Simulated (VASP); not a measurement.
# SnSe in VASP: notebook

The runs below take SnSe through single point, relaxation of the atoms, with PBEsol.

All numbers are computed with VASP 6.6.1; they aren't measurements. Logs are shortened: lines on timing, memory, paths and dates and some standing lists are left out, and cuts for length are marked.

### 1 The cell of the first run

The cell holds a slab with vacuum, 6 atoms: a = 4.204 Å, b = 4.204 Å, c = 22.946 Å, α = 90.00°, β = 90.00°, γ = 90.00°.

### 2 Single point, PBEsol

Input file INCAR:

```
PREC = Accurate
ENCUT = 520
EDIFF = 1E-6
ISMEAR = 0
SIGMA = 0.05
LREAL = False
LASPH = True
NELM = 60
ALGO = Normal
ISIF = 2
LWAVE = False
LCHARG = False
LDIPOL = True
IDIPOL = 3
DIPOL = 0.5 0.5 0.496
GGA = PS
NBANDS = 39
```

Input file KPOINTS:

```
Automatic mesh
0
Gamma
  6 6 1
```

Input file POSCAR:

```
SnSe
1.0
    4.2041099658      0.0000000000      0.0000000000
    0.0000000000      4.2041099658      0.0000000000
    0.0000000000      0.0000000000     22.9455093314
Sn Se
3 3
Direct
    0.5000000000      0.5000000000      0.3704428556
    0.0000000000      0.0000000000      0.4964701785
    0.5000000000      0.5000000000      0.6201258457
    0.0000000000      0.0000000000      0.3704428556
    0.5000000000      0.5000000000      0.4958461559
    0.0000000000      0.0000000000      0.6221408906
```

Potentials or basis: VASP PAW PBE potentials, release 64 (Sn_d, Se).

On the command line:

```
$ cat potpaw_PBE.64/Sn_d/POTCAR potpaw_PBE.64/Se/POTCAR > POTCAR
$ mpirun -np 1 vasp_std > vasp.out
```

OUTCAR:

```text
PREC = Accurate
   ENCUT = 520
   EDIFF = 1E-6
   ISMEAR = 0
   LREAL = False
   LASPH = True
   NELM = 60
   ISIF = 2
   GGA = PS

 ion  position               nearest neighbor table
   1  0.500  0.500  0.370-   5 2.88   4 2.97   4 2.97   4 2.97   4 2.97
   2  0.000  0.000  0.496-   6 2.88   4 2.89   5 2.97   5 2.97   5 2.97   5 2.97
   3  0.500  0.500  0.620-   5 2.85   6 2.97   6 2.97   6 2.97   6 2.97
   4  0.000  0.000  0.370-   2 2.89   1 2.97   1 2.97   1 2.97   1 2.97
   5  0.500  0.500  0.496-   3 2.85   1 2.88   2 2.97   2 2.97   2 2.97   2 2.97
   6  0.000  0.000  0.622-   2 2.88   3 2.97   3 2.97   3 2.97   3 2.97

  LATTYP: Found a simple tetragonal cell.
 ALAT       =     4.2041099658
 C/A-ratio  =     5.4578756308

  Lattice vectors:

 A1 = (   4.2041099658,   0.0000000000,   0.0000000000)
 A2 = (   0.0000000000,   4.2041099658,   0.0000000000)
 A3 = (   0.0000000000,   0.0000000000,  22.9455093314)

Analysis of symmetry for initial positions (statically):
=====================================================================
 Subroutine PRICEL returns:
 Original cell was already a primitive cell.

 Routine SETGRP: Setting up the symmetry group for a
 simple tetragonal supercell.

 Subroutine GETGRP returns: Found  8 space group operations
 (whereof  8 operations were pure point group operations)
 out of a pool of 16 trial point group operations.

The static configuration has the point symmetry C_4v.

Analysis of symmetry for dynamics (positions and initial velocities):
=====================================================================
 Subroutine PRICEL returns:
 Original cell was already a primitive cell.

 Routine SETGRP: Setting up the symmetry group for a
 simple tetragonal supercell.

 Subroutine GETGRP returns: Found  8 space group operations
 (whereof  8 operations were pure point group operations)
 out of a pool of 16 trial point group operations.

The dynamic configuration has the point symmetry C_4v.

 Subroutine INISYM returns: Found  8 space group operations
 (whereof  8 operations are pure point group operations),
 and found     1 'primitive' translations

----------------------------------------------------------------------------------------

                                     Primitive cell

  volume of cell :     405.5513

  direct lattice vectors                    reciprocal lattice vectors
     4.204109966  0.000000000  0.000000000     0.237862475  0.000000000  0.000000000
     0.000000000  4.204109966  0.000000000     0.000000000  0.237862475  0.000000000
     0.000000000  0.000000000 22.945509331     0.000000000  0.000000000  0.043581512

  length of vectors
     4.204109966  4.204109966 22.945509331     0.237862475  0.237862475  0.043581512

  position of ions in fractional coordinates (direct lattice)
     0.500000000  0.500000000  0.370442856
     0.000000000  0.000000000  0.496470178
     0.500000000  0.500000000  0.620125846
     0.000000000  0.000000000  0.370442856
     0.500000000  0.500000000  0.495846156
     0.000000000  0.000000000  0.622140891

  ion indices of the primitive-cell ions
   primitive index   ion index
                 1           1
                 2           2
                 3           3
                 4           4
                 5           5
                 6           6

----------------------------------------------------------------------------------------

 KPOINTS: Automatic mesh

Automatic generation of k-mesh.
 Grid dimensions read from file:
 generate k-points for:    6    6    1

 Generating k-lattice:

  Cartesian coordinates                     Fractional coordinates (reciprocal lattice)
     0.039643746  0.000000000  0.000000000     0.166666667  0.000000000  0.000000000
     0.000000000  0.039643746  0.000000000     0.000000000  0.166666667  0.000000000
     0.000000000  0.000000000  0.043581512     0.000000000  0.000000000  1.000000000

  Length of vectors
     0.039643746  0.039643746  0.043581512

  Shift w.r.t. Gamma in fractional coordinates (k-lattice)
     0.000000000  0.000000000  0.000000000

 Subroutine IBZKPT returns following result:
 ===========================================

 Found     10 irreducible k-points:

 Following reciprocal coordinates:
            Coordinates               Weight
  0.000000  0.000000  0.000000      1.000000
  0.166667  0.000000  0.000000      4.000000
  0.333333  0.000000  0.000000      4.000000
  0.500000  0.000000  0.000000      2.000000
  0.166667  0.166667  0.000000      4.000000
  0.333333  0.166667  0.000000      8.000000
  0.500000  0.166667  0.000000      4.000000
  0.333333  0.333333  0.000000      4.000000
  0.500000  0.333333  0.000000      4.000000
  0.500000  0.500000  0.000000      1.000000
   k-points           NKPTS =     10   k-points in BZ     NKDIM =     10   number of bands    NBANDS=     39
   number of dos      NEDOS =    301   number of ions     NIONS =      6
   total plane-waves  NPLWV = 184320
   dimension x,y,z NGX =    32 NGY =   32 NGZ =  180
   dimension x,y,z NGXF=    64 NGYF=   64 NGZF=  360
   ions per type =               3   3
   NGX,Y,Z   is equivalent  to a cutoff of  12.65, 12.65, 13.04 a.u.
   NGXF,Y,Z  is equivalent  to a cutoff of  25.31, 25.31, 26.08 a.u.
 SYSTEM =  unknown system
   PREC   = accura    normal or accurate (medium, high low for compatibility)
   ISTART =      0    job   : 0-new  1-cont  2-samecut
   ICHARG =      2    charge: 1-file 2-atom 10-const
   ISPIN  =      1    spin polarized calculation?
   LNONCOLLINEAR =      F non collinear calculations
   LSORBIT =      F    spin-orbit coupling
   LASPH  =      T    aspherical Exc in radial PAW
   ENCUT  =  520.0 eV  38.22 Ry    6.18 a.u.   7.82  7.82 42.66*2*pi/ulx,y,z
   NELM   =     60;   NELMIN=  2; NELMDL= -5     # of ELM steps
   EDIFF  = 0.1E-05   stopping-criterion for ELM
   LREAL  =      F    real-space projection
   EDIFFG = 0.1E-04   stopping-criterion for IOM
   NSW    =      0    number of steps for IOM
   IBRION =     -1    ionic relax: 0-MD 1-quasi-New 2-CG
   NFREE  =      0    steps in history (QN), initial steepest desc. (CG)
   ISIF   =      2    stress and relaxation
   ISYM   =      2    0-nonsym 1-usesym 2-fastsym
   POTIM  = 0.5000    time-step for ionic-motion
   TEBEG  =    0.0;   TEEND  =   0.0 temperature during run
   PSTRESS=    0.0 pullay stress
   NELECT =      60.0000    total number of electrons
   NUPDOWN=      -1.0000    fix difference up-down
   EMIN   =  10.00;   EMAX   =-10.00  energy-range for DOS
   EFERMI =   0.00;   METHOD = LEGACY
   ISMEAR =     0;   SIGMA  =   0.05  broadening in eV -4-tet -1-fermi 0-gaus
   EFERMI_NEDOS =   21; number of points for ismear=-14 and -15
   IALGO  =     38    algorithm
   IMIX   =      4    mixing-type and parameters
     AMIX     =   0.40;   BMIX     =  1.00
     AMIX_MAG =   1.60;   BMIX_MAG =  1.00
  volume/ion in A,a.u.               =      67.59       456.13
  Fermi-wavevector in a.u.,A,eV,Ry     =   0.865851  1.636222 10.200266  0.749698
  Thomas-Fermi vector in A             =   1.984155
   LORBIT       =      0    0 simple, 1 ext, 2 COOP (PROOUT), +10 PAW based schemes
   GGA     = PS    functional components
   LHFCALC =     F    Hartree Fock is set to
   AEXX    =    0.0000 exact exchange contribution
   IVDW    =     0    specifies the selected vdW correction
   LEPSILON=     F    determine dielectric tensor
   LRPA    =     F    only Hartree local field effects (RPA)
 non-spin polarized calculation
 Gauss-broadening in eV      SIGMA  =   0.05
  energy-cutoff  :      520.00
  volume of cell :      405.55
 maximum number of plane-waves:     10968
 NGX is ok and might be reduce to    32
   NGX = 15   NGY = 15   NGZ = 85

 dipolmoment           0.000000      0.000000     -0.002518 electrons x Angstroem

 number of electron      59.9999987 magnetization

 dipolmoment           0.000000      0.000000      0.003497 electrons x Angstroem

 Free energy of the ion-electron system (eV)
  ---------------------------------------------------
  ext. energy  EPLUGINS =         0.00000000
  ---------------------------------------------------
  free energy    TOTEN  =       -26.29008656 eV

  energy without entropy =      -26.29008238  energy(sigma->0) =      -26.29008447

 E-fermi :  -0.0873     XC(G=0):  -4.3657

 val. band max:       -0.2159384617   @ k =   0.5000   0.0000   0.0000
 cond. band min:       0.0413385933   @ k =   0.5000   0.0000   0.0000
 fundamental gap:      0.2572770551
 Fermi energy:        -0.0873008307

 k-point     1 :       0.0000    0.0000    0.0000
  band No.  band energies     occupation
      1     -21.9772      2.00000
      2     -21.9462      2.00000
      3     -21.9356      2.00000
      4     -21.9356      2.00000
      5     -21.9111      2.00000
      6     -21.9035      2.00000
[... 31 lines left out ...]
     38       4.0613      0.00000
     39       4.4499      0.00000

 k-point     2 :       0.1667    0.0000    0.0000
  band No.  band energies     occupation
      1     -21.9749      2.00000
      2     -21.9439      2.00000
      3     -21.9368      2.00000
      4     -21.9355      2.00000
      5     -21.9081      2.00000
      6     -21.9047      2.00000
[... 31 lines left out ...]
     38       3.7946      0.00000
     39       4.0500      0.00000

 k-point     3 :       0.3333    0.0000    0.0000
  band No.  band energies     occupation
      1     -21.9707      2.00000
      2     -21.9397      2.00000
      3     -21.9390      2.00000
      4     -21.9353      2.00000
      5     -21.9094      2.00000
      6     -21.9069      2.00000
[... 244 lines left out ...]
 k-point     9 :       0.5000    0.3333    0.0000
  band No.  band energies     occupation
      1     -21.9640      2.00000
      2     -21.9397      2.00000
      3     -21.9385      2.00000
      4     -21.9330      2.00000
      5     -21.9254      2.00000
      6     -21.9077      2.00000
[... 31 lines left out ...]
     38       4.4230      0.00000
     39       4.7899      0.00000

 k-point    10 :       0.5000    0.5000    0.0000
  band No.  band energies     occupation
      1     -21.9627      2.00000
      2     -21.9396      2.00000
      3     -21.9396      2.00000
      4     -21.9317      2.00000
      5     -21.9299      2.00000
      6     -21.9076      2.00000
[... 31 lines left out ...]
     38       5.3421      0.00000
     39       5.3421      0.00000

------------------------ aborting loop because EDIFF is reached ----------------------------------------

 vacuum level on the upper side and lower side of the slab       (xc-potential included)        -0.085        -0.121

  FORCE on cell =-STRESS in cart. coord.  units (eV):
  Direction    XX          YY          ZZ          XY          YZ          ZX
  --------------------------------------------------------------------------------------
  -------------------------------------------------------------------------------------
  Total       -0.9003483     -0.9003483      0.0440447      0.0000000      0.0000000     -0.0000000
  in kB       -3.5569297     -3.5569297      0.1740037      0.0000000      0.0000000     -0.0000000
  external PRESSURE =      -2.3132852 kB  Pullay stress =       0.0000000 kB

 VOLUME and BASIS-vectors are now :
 -----------------------------------------------------------------------------
  energy-cutoff  :      520.00
  volume of cell :      405.55
      direct lattice vectors                 reciprocal lattice vectors
     4.204109966  0.000000000  0.000000000     0.237862475  0.000000000  0.000000000
     0.000000000  4.204109966  0.000000000     0.000000000  0.237862475  0.000000000
     0.000000000  0.000000000 22.945509331     0.000000000  0.000000000  0.043581512

 POSITION                                       TOTAL-FORCE (eV/Angst)
 -----------------------------------------------------------------------------------
      2.10205      2.10205      8.50000        -0.000000     -0.000000      0.039825
      0.00000      0.00000     11.39176        -0.000000     -0.000000     -0.020829
      2.10205      2.10205     14.22910        -0.000000      0.000000      0.019068
      0.00000      0.00000      8.50000        -0.000000     -0.000000     -0.034291
      2.10205      2.10205     11.37744        -0.000000     -0.000000     -0.019308
      0.00000      0.00000     14.27534         0.000000     -0.000000      0.015535
 -----------------------------------------------------------------------------------
    total drift:                                0.000000      0.000000      0.000587

  FREE ENERGIE OF THE ION-ELECTRON SYSTEM (eV)
  ---------------------------------------------------
  free  energy   TOTEN  =       -26.2900865600 eV

  energy  without entropy=      -26.2900823764  energy(sigma->0) =      -26.29008447

 vacuum level on the upper side and lower side of the slab         3.853         3.817
```

Wall time 4.6 min (1 thread of AMD EPYC 7R43 (Zen 3), shared host); peak memory 0.43 GiB.

What came out:

```yaml
Free_energy: -26.2901 eV
Largest_force: 0.040 eV/Å
Band_gap_on_the_k_mesh: 0.26 eV
```

Forces on the atoms (eV/Å):
```
Sn   0.000  0.000  0.040
Sn   0.000  0.000 -0.021
Sn   0.000  0.000  0.019
Se   0.000  0.000 -0.034
Se   0.000  0.000 -0.019
Se   0.000  0.000  0.016
```

Caveat: semilocal functionals underestimate gaps, and a narrow one can read as zero; the PAW data sets were made with another functional, which shifts forces and pressure a little; spin-orbit coupling is left out, which moves the levels of the heavy elements.

(Continued in part 2 of 2.)
